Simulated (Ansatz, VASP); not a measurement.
BP in VASP and in Ansatz

The input POSCAR:

```
BP
1.0
    0.0000000000      1.7697481993      1.7697481993
    1.7697481993      0.0000000000      1.7697481993
    1.7697481993      1.7697481993      0.0000000000
B P
1 1
Direct
    0.0000000000      0.0000000000      0.0000000000
    0.5000000000      0.5000000000      0.5000000000
```

INCAR.step1

```
SYSTEM = BP
PREC = Accurate ; ENCUT = 520
ISMEAR = -1 ; SIGMA = 0.1
LREAL = .False. ; LASPH = .True.
NELM = 60 ; NBANDS = 11
GGA = PE ; ALGO = Normal
EDIFF = 1E-4 ; LWAVE = .True.
LCHARG = .False.
```

File INCAR.step2:

```
SYSTEM = BP
PREC = Accurate ; ENCUT = 520
EDIFF = 1E-6 ; ISMEAR = -1
SIGMA = 0.1 ; LREAL = .False.
LASPH = .True. ; NELM = 60
ALGO = Normal ; ISIF = 2
LWAVE = .False. ; LCHARG = .False.
METAGGA = R2SCAN ; LMIXTAU = .True.
NBANDS = 11 ; ISTART = 1
```

Contents of KPOINTS:

```
regular mesh
0
Gamma
  17 17 17
  0 0 0
```

Input for Ansatz:

```yaml
crystal:
  lattice:
    - [0.0, 1.7697481993, 1.7697481993]
    - [1.7697481993, 0.0, 1.7697481993]
    - [1.7697481993, 1.7697481993, 0.0]
  atoms:
    - { symbol: B, position: [0.0, 0.0, 0.0] }
    - { symbol: P, position: [0.5, 0.5, 0.5] }
kpoints:
  mp_grid: { grid: [17, 17, 17] }
scf:
  occupations: { method: fermi_dirac, width: 0.1 }
hamiltonian:
  xc: r2scan
  pseudopotentials: { kind: paw, level: accurate }
output:
  forces: true
  stress: true
  eigenvalues: true
```

Alike in both runs: task single point; functional r2SCAN; k mesh 17 × 17 × 17; occupations fermi-dirac, width 0.1 eV; no spin polarisation.

|  | VASP | Ansatz |
| --- | --- | --- |
| version | VASP 6.6.1 | Ansatz 0.2.0 |
| potentials or method | VASP PAW PBE potentials, release 64 (B, P) | PAW with other files of Ansatz's library (level accurate), scalar-relativistic |
| plane-wave cutoff (eV) | 520 | 760 |
| valence electrons in the cell | 8 | 8 |

```csv
,VASP,Ansatz,Ansatz less VASP
pressure (GPa),272.6,275.9,+3.29
```

VASP's potentials were made for PBE, not for r2SCAN. Both programs put the cell under a high pressure, so it lies far from rest at this level. The functional is the same, so the differences come from potentials, cutoffs and numerics.

Noted on VASP's run: the cell as given lies far from equilibrium.
